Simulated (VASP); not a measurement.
# Fe (Im-3m) in VASP: notebook, part 2 of 2

VASP 6.6.1. Earlier steps stand in the parts before.

## 3. Single point, BLYP, collinear spin, antiferromagnetic start

INCAR reads:

```
SYSTEM = Fe
  PREC = Accurate
  ENCUT = 520
  EDIFF = 1E-7
  ISMEAR = -1
  SIGMA = 0.05
  LREAL = .False.
  LASPH = .True.
  NELM = 150
  ALGO = Normal
  ISIF = 2
  LWAVE = .False.
  LCHARG = .False.
  ISPIN = 2
  MAGMOM = 1.355 -1.355
  LORBIT = 11
  LMAXMIX = 4
  GGA = B5
  ALDAX = 1.0
  AGGAX = 1.0
  AGGAC = 1.0
  ALDAC = 0.0
  NBANDS = 19
```

KPOINTS reads:

```
Automatic mesh
0
Gamma
  18 18 18
  0 0 0
```

POSCAR reads:

```
Fe
1.0
    2.8389615196      0.0000000000      0.0000000000
    0.0000000000      2.8389615196      0.0000000000
    0.0000000000      0.0000000000      2.8389615196
Fe
2
Direct
    0.0000000000      0.0000000000      0.0000000000
    0.5000000000      0.5000000000      0.5000000000
```

Potentials or basis: VASP PAW PBE potentials, release 64 (Fe).

Launch:

```bash
$ cat potpaw_PBE.64/Fe/POTCAR > POTCAR
$ mpirun -np 1 vasp_std > vasp.out
```

OUTCAR:

```text
SYSTEM = Fe
   PREC = Accurate
   ENCUT = 520
   EDIFF = 1E-7
   ISMEAR = -1
   LREAL = .False.
   LASPH = .True.
   NELM = 150
   ISIF = 2
   ISPIN = 2
   LORBIT = 11
   GGA = B5

 ion  position               nearest neighbor table
   1  0.000  0.000  0.000-   2 2.46   2 2.46   2 2.46   2 2.46   2 2.46   2 2.46   2 2.46   2 2.46

   2  0.500  0.500  0.500-   1 2.46   1 2.46   1 2.46   1 2.46   1 2.46   1 2.46   1 2.46   1 2.46

  LATTYP: Found a simple cubic cell.
 ALAT       =     2.8389615196

  Lattice vectors:

 A1 = (   2.8389615196,   0.0000000000,   0.0000000000)
 A2 = (   0.0000000000,   2.8389615196,   0.0000000000)
 A3 = (   0.0000000000,   0.0000000000,   2.8389615196)

Analysis of symmetry for initial positions (statically):
=====================================================================
 Subroutine PRICEL returns following result:

  LATTYP: Found a body centered cubic cell.
 ALAT       =     2.8389615196
[... 12 lines left out ...]
 Subroutine GETGRP returns: Found 48 space group operations
 (whereof 48 operations were pure point group operations)
 out of a pool of 48 trial point group operations.

The static configuration has the point symmetry O_h .

Analysis of symmetry for dynamics (positions and initial velocities):
=====================================================================
 Subroutine PRICEL returns following result:

  LATTYP: Found a body centered cubic cell.
 ALAT       =     2.8389615196
[... 12 lines left out ...]
 Subroutine GETGRP returns: Found 48 space group operations
 (whereof 48 operations were pure point group operations)
 out of a pool of 48 trial point group operations.

The dynamic configuration has the point symmetry O_h .

Analysis of structural, dynamic, and magnetic symmetry:
=====================================================================
 Subroutine PRICEL returns following result:

  LATTYP: Found a body centered cubic cell.
 ALAT       =     2.8389615196
[... 12 lines left out ...]
 Subroutine GETGRP returns: Found 48 space group operations
 (whereof 48 operations were pure point group operations)
 out of a pool of 48 trial point group operations.

The overall configuration has the point symmetry O_h .

 Subroutine INISYM returns: Found 48 space group operations
 (whereof 48 operations are pure point group operations),
 and found     2 'primitive' translations

----------------------------------------------------------------------------------------

                                     Primitive cell

  volume of cell :      11.4406

  direct lattice vectors                    reciprocal lattice vectors
     1.419480760  1.419480760 -1.419480760     0.352241477  0.352241477  0.000000000
    -1.419480760  1.419480760  1.419480760    -0.000000000  0.352241477  0.352241477
     1.419480760 -1.419480760  1.419480760     0.352241477  0.000000000  0.352241477

  length of vectors
     2.458612796  2.458612796  2.458612796     0.498144675  0.498144675  0.498144675

  position of ions in fractional coordinates (direct lattice)
     0.000000000  0.000000000  0.000000000

  ion indices of the primitive-cell ions
   primitive index   ion index
                 1           1

----------------------------------------------------------------------------------------

 KPOINTS: Automatic mesh

Automatic generation of k-mesh.
 Grid dimensions read from file:
 generate k-points for:   18   18   18
[... 54 lines left out ...]
 SYSTEM =  Fe
   PREC   = accura    normal or accurate (medium, high low for compatibility)
   ISTART =      0    job   : 0-new  1-cont  2-samecut
   ICHARG =      2    charge: 1-file 2-atom 10-const
   ISPIN  =      2    spin polarized calculation?
   LNONCOLLINEAR =      F non collinear calculations
   LSORBIT =      F    spin-orbit coupling
   LASPH  =      T    aspherical Exc in radial PAW
   ENCUT  =  520.0 eV  38.22 Ry    6.18 a.u.   5.28  5.28  5.28*2*pi/ulx,y,z
   NELM   =    150;   NELMIN=  2; NELMDL= -5     # of ELM steps
   EDIFF  = 0.1E-06   stopping-criterion for ELM
   LREAL  =      F    real-space projection
   EDIFFG = 0.1E-05   stopping-criterion for IOM
   NSW    =      0    number of steps for IOM
   IBRION =     -1    ionic relax: 0-MD 1-quasi-New 2-CG
   NFREE  =      0    steps in history (QN), initial steepest desc. (CG)
   ISIF   =      2    stress and relaxation
   ISYM   =      2    0-nonsym 1-usesym 2-fastsym
   POTIM  = 0.5000    time-step for ionic-motion
   TEBEG  =    0.0;   TEEND  =   0.0 temperature during run
   PSTRESS=    0.0 pullay stress
   NELECT =      16.0000    total number of electrons
   NUPDOWN=      -1.0000    fix difference up-down
   EMIN   =  10.00;   EMAX   =-10.00  energy-range for DOS
   EFERMI =   0.00;   METHOD = LEGACY
   ISMEAR =    -1;   SIGMA  =   0.05  broadening in eV -4-tet -1-fermi 0-gaus
   EFERMI_NEDOS =   21; number of points for ismear=-14 and -15
   IALGO  =     38    algorithm
   IMIX   =      4    mixing-type and parameters
     AMIX     =   0.40;   BMIX     =  1.00
     AMIX_MAG =   1.60;   BMIX_MAG =  1.00
  volume/ion in A,a.u.               =      11.44        77.20
  Fermi-wavevector in a.u.,A,eV,Ry     =   1.453077  2.745918 28.727790  2.111433
  Thomas-Fermi vector in A             =   2.570385
   LORBIT       =     11    0 simple, 1 ext, 2 COOP (PROOUT), +10 PAW based schemes
   GGA     = B5    functional components
   LHFCALC =     F    Hartree Fock is set to
   AEXX    =    0.0000 exact exchange contribution
   IVDW    =     0    specifies the selected vdW correction
   LEPSILON=     F    determine dielectric tensor
   LRPA    =     F    only Hartree local field effects (RPA)
 spin polarized calculation
  energy-cutoff  :      520.00
  volume of cell :       22.88
 maximum number of plane-waves:       635
 NGX is ok and might be reduce to    24
   NGX = 11   NGY = 11   NGZ = 11

 number of electron      16.0000011 magnetization       0.0000000

 number of electron      16.0000011 magnetization      -0.0000000

 Free energy of the ion-electron system (eV)
  ---------------------------------------------------
  ext. energy  EPLUGINS =         0.00000000
  ---------------------------------------------------
  free energy    TOTEN  =       -13.51024326 eV

  energy without entropy =      -13.46785338  energy(sigma->0) =      -13.48904832

 E-fermi :   6.4281     XC(G=0): -12.4832

 val. band max:        6.4269366533   @ k =   0.5000   0.4444   0.0556
 cond. band min:       6.4293262955   @ k =   0.1667   0.1667   0.1667
 fundamental gap:      0.0023896422
 Fermi energy:         6.4281359885

 spin component 1

 k-point     1 :       0.0000    0.0000    0.0000
  band No.  band energies     occupation
      1      -1.9087      1.00000
      2       2.1855      1.00000
      3       2.1856      1.00000
      4       4.6631      1.00000
      5       4.6632      1.00000
      6       4.6632      1.00000
[... 517 lines left out ...]
     18      27.3775      0.00000
     19      27.6913      0.00000

 [... further k-points ...]

 spin component 2

 k-point     1 :       0.0000    0.0000    0.0000
  band No.  band energies     occupation
      1      -1.9087      1.00000
      2       2.1855      1.00000
      3       2.1856      1.00000
      4       4.6631      1.00000
      5       4.6632      1.00000
      6       4.6632      1.00000
[... 517 lines left out ...]
     18      27.3775      0.00000
     19      27.6913      0.00000

 [... further k-points ...]
[... 5 lines left out ...]
  --------------------------------------------------------------------------------------
  -------------------------------------------------------------------------------------
  Total        0.0453466      0.0453466      0.0453466     -0.0000000      0.0000000     -0.0000000
  in kB        3.1752411      3.1752411      3.1752411     -0.0000000      0.0000000     -0.0000000
  external PRESSURE =       3.1752411 kB  Pullay stress =       0.0000000 kB

 VOLUME and BASIS-vectors are now :
 -----------------------------------------------------------------------------
  energy-cutoff  :      520.00
  volume of cell :       22.88
      direct lattice vectors                 reciprocal lattice vectors
     2.838961520  0.000000000  0.000000000     0.352241477  0.000000000  0.000000000
     0.000000000  2.838961520  0.000000000     0.000000000  0.352241477  0.000000000
     0.000000000  0.000000000  2.838961520     0.000000000  0.000000000  0.352241477

 POSITION                                       TOTAL-FORCE (eV/Angst)
 -----------------------------------------------------------------------------------
      0.00000      0.00000      0.00000        -0.000000      0.000000     -0.000000
      1.41948      1.41948      1.41948         0.000000     -0.000000      0.000000
 -----------------------------------------------------------------------------------
    total drift:                                0.000000      0.000000     -0.000000

  FREE ENERGIE OF THE ION-ELECTRON SYSTEM (eV)
  ---------------------------------------------------
  free  energy   TOTEN  =       -13.5102432571 eV

  energy  without entropy=      -13.4678533831  energy(sigma->0) =      -13.48904832

 total charge

# of ion       s       p       d       tot
------------------------------------------
    1        0.485   0.511   6.300   7.296
    2        0.485   0.511   6.300   7.296
--------------------------------------------------
tot          0.969   1.021  12.601  14.591

 magnetization (x)

# of ion       s       p       d       tot
------------------------------------------
    1        0.015   0.022   1.361   1.398
    2       -0.015  -0.022  -1.361  -1.398
--------------------------------------------------
tot          0.000   0.000   0.000   0.000
```

stdout:

```text
POSCAR found type information on POSCAR Fe
 POSCAR found :  1 types and       2 ions
 scaLAPACK will be used
 -----------------------------------------------------------------------------
|                                                                             |
|                                                                             |
|     You enforced a specific xc type in the INCAR file but a different       |
|     I HOPE YOU KNOW WHAT YOU ARE DOING!                                     |
|                                                                             |
 -----------------------------------------------------------------------------

 LDA part: xc-table for (Slater(with rela. corr.)+VWN5), standard interpolation
 POSCAR, INCAR and KPOINTS ok, starting setup
 FFT: planning ... GRIDC
 FFT: planning ... GRID_SOFT
 FFT: planning ... GRID
 WAVECAR not read
 entering main loop
```

Run time: 3.9 min. Hardware: 1 thread of Intel Xeon 8259CL, shared host; peak memory 0.25 GiB.

What came out:

* Free energy: -13.5102 eV
* Pressure: 0.3 GPa
* Band gap on the k mesh: zero (filled and empty bands overlap)
* Net moment: 0.00 μB per cell
* Site moments: Fe +1.40, -1.40 μB
* Valence electrons inside the program's atomic spheres: Fe 7.30

Caveat: the PAW data sets were made with another functional, which shifts forces and pressure a little.
